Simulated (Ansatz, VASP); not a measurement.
BN in VASP and in Ansatz

```xyz
2
Lattice="2.5120 0.0000 0.0000 -1.2560 2.1755 0.0000 0.0000 0.0000 26.0000" Properties=species:S:1:pos:R:3 pbc="T T T"
B     0.0000    0.0000   13.2145
N     1.2560    0.7252   12.7855
```

Alike in both runs: task single point; functional PBE; dispersion D3(BJ); k mesh 12 × 12 × 1; occupations gaussian, width 0.02 eV; no spin polarisation.

|  | VASP | Ansatz |
| --- | --- | --- |
| version | VASP 6.6.1 | Ansatz 0.2.0 |
| potentials or method | VASP PAW PBE potentials, release 64 (B, N), cutoff 520 eV | scalar-relativistic, plane waves, PAW |
| valence electrons in the cell | 8 | 8 |

|  | VASP | Ansatz | Ansatz less VASP |
| --- | --- | --- | --- |
| gap on the k mesh at the Fermi level (eV) | 3.01 | 3.01 | -0.002 |
| least direct gap on the mesh (eV) | 3.01 | 3.01 | -0.002 |
| rms of the force components (eV/Å) | 3.587 | 3.589 | +0.0022 |

Atom by atom the forces differ by 0.002 eV/Å (rms over components).
